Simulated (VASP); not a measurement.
MgO:

```xyz
2
Lattice="0.0000 2.1022 2.1022 2.1022 0.0000 2.1022 2.1022 2.1022 0.0000" Properties=species:S:1:pos:R:3 pbc="T T T"
Mg    0.0000    0.0000    0.0000
O     2.1022    2.1022    2.1022
```

Base run:

| Item | Value |
| --- | --- |
| Program | VASP 6.6.1 |
| Functional | PBEsol |
| Potentials or basis | VASP PAW PBE potentials, release 64 (Mg, O) |
| Cutoff | 520 eV |
| k mesh | 8 × 8 × 8 |
| Occupations | gaussian, width 0.01 eV |
| Spin | no spin polarisation |

Its results: band gap on the k mesh 4.69 eV, direct; pressure 0.6 GPa.

Q: The run is repeated on the same cell with these changes: functional from PBEsol to r2SCAN. What comes out?

A: Band gap on the k mesh 5.66 eV, direct; pressure -1.1 GPa.

r2SCAN gives the wider gap, since meta-GGAs in the generalised Kohn-Sham scheme recover part of the derivative discontinuity.

Caveats: the PAW data sets were made with another functional, which shifts forces and pressure a little.

